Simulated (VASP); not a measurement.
# MoPt (Pmma) in VASP: single point with LDA

Aim: the single point of MoPt with LDA.

Everything below comes from runs of VASP 6.6.1. Logs are shortened: lines on timing, memory, paths and dates and some standing lists are left out, and cuts for length are marked.

### 1 The cell of the first run

It takes space group Pmma (No. 51, orthorhombic). Conventional cell: a = 4.432 Å, b = 2.701 Å, c = 4.887 Å, α = 90.00°, β = 90.00°, γ = 90.00°. Mo (site symmetry mm2) has 4 Mo at 2.70 to 2.74 Å and 8 Pt at 2.72 to 2.79 Å within 3.6 Å. Pt (site symmetry mm2) has 4 Pt at 2.70 to 2.74 Å and 8 Mo at 2.72 to 2.79 Å within 3.6 Å.

### 2 Single point, LDA

INCAR

```
SYSTEM = MoPt
ALGO     = Normal         ! electronic algorithm
EDIFF    = 1E-6           ! SCF threshold, eV
ENCUT    = 570            ! plane-wave cutoff, eV
GGA_COMPAT= .False.      
ISIF     = 2              ! what is computed and relaxed
ISMEAR   = -1             ! smearing method
LASPH    = .True.         ! aspherical terms in the spheres
LCHARG   = .False.        ! write CHGCAR
LREAL    = .False.        ! projectors in reciprocal space
LWAVE    = .False.        ! write WAVECAR
NBANDS   = 40             ! bands
NELM     = 120            ! most SCF steps
PREC     = Accurate       ! precision mode
SIGMA    = 0.05           ! smearing width, eV
```

KPOINTS

```
k-points
0
Gamma
  6 9 5
  0 0 0
```

POSCAR

```
MoPt
1.0
    4.4320074905      0.0000000000      0.0000000000
    0.0000000000      2.7005262547      0.0000000000
    0.0000000000      0.0000000000      4.8874168458
Mo Pt
2 2
Direct
    0.2500000000      0.0000000000      0.1649486052
    0.7500000000      0.0000000000      0.8350513948
    0.2500000000      0.5000000000      0.6650037141
    0.7500000000      0.5000000000      0.3349962859
```

Potentials or basis: VASP PAW LDA potentials, release 64 (Mo_sv, Pt_sv_GW).

Command:

```bash
> cat potpaw_LDA.64/Mo_sv/POTCAR potpaw_LDA.64/Pt_sv_GW/POTCAR > POTCAR
> mpirun -np 1 vasp_std > vasp.out
```

OUTCAR:

```text
SYSTEM = MoPt
   EDIFF = 1E-6
   ENCUT = 570
   ISIF = 2
   ISMEAR = -1
   LASPH = .True.
   LREAL = .False.
   NELM = 120
   PREC = Accurate

 ion  position               nearest neighbor table
   1  0.250  0.000  0.165-   4 2.72   4 2.72   4 2.72   4 2.72   2 2.74   2 2.74   3 2.79   3 2.79
                             3 2.79   3 2.79
   2  0.750  0.000  0.835-   3 2.72   3 2.72   3 2.72   3 2.72   1 2.74   1 2.74   4 2.79   4 2.79
                             4 2.79   4 2.79
   3  0.250  0.500  0.665-   2 2.72   2 2.72   2 2.72   2 2.72   4 2.74   4 2.74   1 2.79   1 2.79
                             1 2.79   1 2.79
   4  0.750  0.500  0.335-   1 2.72   1 2.72   1 2.72   1 2.72   3 2.74   3 2.74   2 2.79   2 2.79
                             2 2.79   2 2.79

  LATTYP: Found a simple orthorhombic cell.
 ALAT       =     2.7005262547
 B/A-ratio  =     1.6411643778
 C/A-ratio  =     1.8098016404

  Lattice vectors:

 A1 = (   0.0000000000,  -2.7005262547,   0.0000000000)
 A2 = (   4.4320074905,   0.0000000000,   0.0000000000)
 A3 = (   0.0000000000,   0.0000000000,   4.8874168458)

Analysis of symmetry for initial positions (statically):
=====================================================================
 Subroutine PRICEL returns:
 Original cell was already a primitive cell.

 Routine SETGRP: Setting up the symmetry group for a
 simple orthorhombic supercell.

 Subroutine GETGRP returns: Found  8 space group operations
 (whereof  4 operations were pure point group operations)
 out of a pool of  8 trial point group operations.

The static configuration has the point symmetry C_2h.
 The point group associated with its full space group is D_2h.

Analysis of symmetry for dynamics (positions and initial velocities):
=====================================================================
 Subroutine PRICEL returns:
 Original cell was already a primitive cell.

 Routine SETGRP: Setting up the symmetry group for a
 simple orthorhombic supercell.

 Subroutine GETGRP returns: Found  8 space group operations
 (whereof  4 operations were pure point group operations)
 out of a pool of  8 trial point group operations.

The dynamic configuration has the point symmetry C_2h.
 The point group associated with its full space group is D_2h.

 Subroutine INISYM returns: Found  8 space group operations
 (whereof  4 operations are pure point group operations),
 and found     1 'primitive' translations

----------------------------------------------------------------------------------------

                                     Primitive cell

  volume of cell :      58.4963

  direct lattice vectors                    reciprocal lattice vectors
     4.432007491  0.000000000  0.000000000     0.225631388  0.000000000  0.000000000
     0.000000000  2.700526255  0.000000000     0.000000000  0.370298196  0.000000000
     0.000000000  0.000000000  4.887416846     0.000000000  0.000000000  0.204607062

  length of vectors
     4.432007491  2.700526255  4.887416846     0.225631388  0.370298196  0.204607062

  position of ions in fractional coordinates (direct lattice)
     0.250000000  0.000000000  0.164948605
     0.750000000  0.000000000  0.835051395
     0.250000000  0.500000000  0.665003714
     0.750000000  0.500000000  0.334996286

  ion indices of the primitive-cell ions
   primitive index   ion index
                 1           1
                 2           2
                 3           3
                 4           4

----------------------------------------------------------------------------------------

 KPOINTS: k-points

Automatic generation of k-mesh.
 Grid dimensions read from file:
 generate k-points for:    6    9    5

 Generating k-lattice:

  Cartesian coordinates                     Fractional coordinates (reciprocal lattice)
     0.037605231  0.000000000  0.000000000     0.166666667  0.000000000  0.000000000
     0.000000000  0.041144244  0.000000000     0.000000000  0.111111111  0.000000000
     0.000000000  0.000000000  0.040921412     0.000000000  0.000000000  0.200000000

  Length of vectors
     0.037605231  0.041144244  0.040921412

  Shift w.r.t. Gamma in fractional coordinates (k-lattice)
     0.000000000  0.000000000  0.000000000

 Subroutine IBZKPT returns following result:
 ===========================================

 Found     60 irreducible k-points:

 Following reciprocal coordinates:
            Coordinates               Weight
  0.000000  0.000000  0.000000      1.000000
  0.166667  0.000000  0.000000      2.000000
  0.333333  0.000000  0.000000      2.000000
  0.500000  0.000000  0.000000      1.000000
  0.000000  0.111111  0.000000      2.000000
  0.166667  0.111111  0.000000      4.000000
[... 16 lines left out ...]
  0.333333  0.000000  0.200000      4.000000
  0.500000  0.000000  0.200000      2.000000
 [... further k-points ...]
   k-points           NKPTS =     60   k-points in BZ     NKDIM =     60   number of bands    NBANDS=     40
   number of dos      NEDOS =    301   number of ions     NIONS =      4
   total plane-waves  NPLWV =  34560
   dimension x,y,z NGX =    36 NGY =   24 NGZ =   40
   dimension x,y,z NGXF=    72 NGYF=   48 NGZF=   80
   ions per type =               2   2
   NGX,Y,Z   is equivalent  to a cutoff of  13.50, 14.77, 13.61 a.u.
   NGXF,Y,Z  is equivalent  to a cutoff of  27.01, 29.55, 27.21 a.u.
 SYSTEM =  MoPt
   PREC   = accura    normal or accurate (medium, high low for compatibility)
   ISTART =      0    job   : 0-new  1-cont  2-samecut
   ICHARG =      2    charge: 1-file 2-atom 10-const
   ISPIN  =      1    spin polarized calculation?
   LNONCOLLINEAR =      F non collinear calculations
   LSORBIT =      F    spin-orbit coupling
   LASPH  =      T    aspherical Exc in radial PAW
   ENCUT  =  570.0 eV  41.89 Ry    6.47 a.u.   8.63  5.26  9.51*2*pi/ulx,y,z
   NELM   =    120;   NELMIN=  2; NELMDL= -5     # of ELM steps
   EDIFF  = 0.1E-05   stopping-criterion for ELM
   LREAL  =      F    real-space projection
   EDIFFG = 0.1E-04   stopping-criterion for IOM
   NSW    =      0    number of steps for IOM
   IBRION =     -1    ionic relax: 0-MD 1-quasi-New 2-CG
   NFREE  =      0    steps in history (QN), initial steepest desc. (CG)
   ISIF   =      2    stress and relaxation
   ISYM   =      2    0-nonsym 1-usesym 2-fastsym
   POTIM  = 0.5000    time-step for ionic-motion
   TEBEG  =    0.0;   TEEND  =   0.0 temperature during run
   PSTRESS=    0.0 pullay stress
   NELECT =      64.0000    total number of electrons
   NUPDOWN=      -1.0000    fix difference up-down
   EMIN   =  10.00;   EMAX   =-10.00  energy-range for DOS
   EFERMI =   0.00;   METHOD = LEGACY
   ISMEAR =    -1;   SIGMA  =   0.05  broadening in eV -4-tet -1-fermi 0-gaus
   EFERMI_NEDOS =   21; number of points for ismear=-14 and -15
   IALGO  =     38    algorithm
   IMIX   =      4    mixing-type and parameters
     AMIX     =   0.40;   BMIX     =  1.00
     AMIX_MAG =   1.60;   BMIX_MAG =  1.00
  volume/ion in A,a.u.               =      14.62        98.69
  Fermi-wavevector in a.u.,A,eV,Ry     =   1.686911  3.187799 38.717655  2.845667
  Thomas-Fermi vector in A             =   2.769491
   LORBIT       =      0    0 simple, 1 ext, 2 COOP (PROOUT), +10 PAW based schemes
   GGA     = CA    functional components
   LHFCALC =     F    Hartree Fock is set to
   AEXX    =    0.0000 exact exchange contribution
   IVDW    =     0    specifies the selected vdW correction
   LEPSILON=     F    determine dielectric tensor
   LRPA    =     F    only Hartree local field effects (RPA)
 non-spin polarized calculation
  energy-cutoff  :      570.00
  volume of cell :       58.50
 maximum number of plane-waves:      1832
 NGX is ok and might be reduce to    36
   NGX = 17   NGY = 11   NGZ = 19

 number of electron      64.0000001 magnetization

 Free energy of the ion-electron system (eV)
  ---------------------------------------------------
  ext. energy  EPLUGINS =         0.00000000
  ---------------------------------------------------
  free energy    TOTEN  =       -40.36749212 eV

  energy without entropy =      -40.34328218  energy(sigma->0) =      -40.35538715

 E-fermi :  12.6101     XC(G=0): -14.2824

 val. band max:       12.6095055315   @ k =   0.3333   0.1111   0.4000
 cond. band min:      12.6109871129   @ k =   0.1667   0.3333   0.2000
 fundamental gap:      0.0014815814
 Fermi energy:        12.6100716473

 k-point     1 :       0.0000    0.0000    0.0000
  band No.  band energies     occupation
      1     -86.5652      2.00000
      2     -86.5511      2.00000
      3     -48.2860      2.00000
      4     -48.1726      2.00000
      5     -41.0761      2.00000
      6     -40.9939      2.00000
[... 32 lines left out ...]
     39      16.6821      0.00000
     40      17.8386      0.00000

 k-point     2 :       0.1667    0.0000    0.0000
  band No.  band energies     occupation
      1     -86.5642      2.00000
      2     -86.5521      2.00000
      3     -48.2789      2.00000
      4     -48.1807      2.00000
      5     -41.0712      2.00000
      6     -41.0041      2.00000
[... 32 lines left out ...]
     39      16.1998      0.00000
     40      17.5566      0.00000

 k-point     3 :       0.3333    0.0000    0.0000
  band No.  band energies     occupation
      1     -86.5614      2.00000
      2     -86.5545      2.00000
      3     -48.2592      2.00000
      4     -48.2026      2.00000
      5     -41.0590      2.00000
      6     -41.0242      2.00000
[... 32 lines left out ...]
     39      15.3913      0.00000
     40      16.7415      0.00000

 k-point     4 :       0.5000    0.0000    0.0000
  band No.  band energies     occupation
      1     -86.5581      2.00000
      2     -86.5581      2.00000
      3     -48.2314      2.00000
      4     -48.2314      2.00000
      5     -41.0432      2.00000
      6     -41.0432      2.00000
[... 32 lines left out ...]
     39      15.6291      0.00000
     40      15.6291      0.00000
[... 772 lines left out ...]
     39      15.3543      0.00000
     40      18.9070      0.00000

 k-point    23 :       0.3333    0.0000    0.2000
  band No.  band energies     occupation
      1     -86.5615      2.00000
      2     -86.5547      2.00000
      3     -48.2599      2.00000
      4     -48.2030      2.00000
      5     -41.0578      2.00000
      6     -41.0225      2.00000
[... 32 lines left out ...]
     39      15.2514      0.00000
     40      16.9255      0.00000

 k-point    24 :       0.5000    0.0000    0.2000
  band No.  band energies     occupation
      1     -86.5580      2.00000
      2     -86.5580      2.00000
      3     -48.2320      2.00000
      4     -48.2320      2.00000
      5     -41.0415      2.00000
      6     -41.0415      2.00000
[... 32 lines left out ...]
     39      15.3135      0.00000
     40      15.3135      0.00000

 [... further k-points ...]
[... 5 lines left out ...]
  --------------------------------------------------------------------------------------
  -------------------------------------------------------------------------------------
  Total        0.2336024      0.2276345      0.1968794      0.0000000      0.0000000     -0.0000000
  in kB        6.3982258      6.2347705      5.3924067      0.0000000      0.0000000     -0.0000000
  external PRESSURE =       6.0084677 kB  Pullay stress =       0.0000000 kB

 VOLUME and BASIS-vectors are now :
 -----------------------------------------------------------------------------
  energy-cutoff  :      570.00
  volume of cell :       58.50
      direct lattice vectors                 reciprocal lattice vectors
     4.432007491  0.000000000  0.000000000     0.225631388  0.000000000  0.000000000
     0.000000000  2.700526255  0.000000000     0.000000000  0.370298196  0.000000000
     0.000000000  0.000000000  4.887416846     0.000000000  0.000000000  0.204607062

 POSITION                                       TOTAL-FORCE (eV/Angst)
 -----------------------------------------------------------------------------------
      1.10800      0.00000      0.80617         0.000000      0.000000      0.000163
      3.32401      0.00000      4.08124        -0.000000      0.000000     -0.000163
      1.10800      1.35026      3.25015         0.000000     -0.000000     -0.006206
      3.32401      1.35026      1.63727        -0.000000      0.000000      0.006206
 -----------------------------------------------------------------------------------
    total drift:                                0.000000     -0.000000      0.000000

  FREE ENERGIE OF THE ION-ELECTRON SYSTEM (eV)
  ---------------------------------------------------
  free  energy   TOTEN  =       -40.3674921232 eV

  energy  without entropy=      -40.3432821839  energy(sigma->0) =      -40.35538715
```

Run time: 60 s. Hardware: 1 thread of Intel Xeon 6975P-C (Granite Rapids), shared host; peak memory 0.25 GiB.

What came out:

```
Free energy            : -40.3675 eV
Pressure               : 0.6 GPa
Largest force          : 0.006 eV/Å
Band gap on the k mesh : zero (bands 32 and 33 overlap by 2.14 eV)
```

Forces on the atoms (eV/Å):
```
Mo   0.000  0.000  0.000
Mo   0.000  0.000  0.000
Pt   0.000  0.000 -0.006
Pt   0.000  0.000  0.006
```

Caveat: spin-orbit coupling is left out, which moves the levels of the heavy elements.
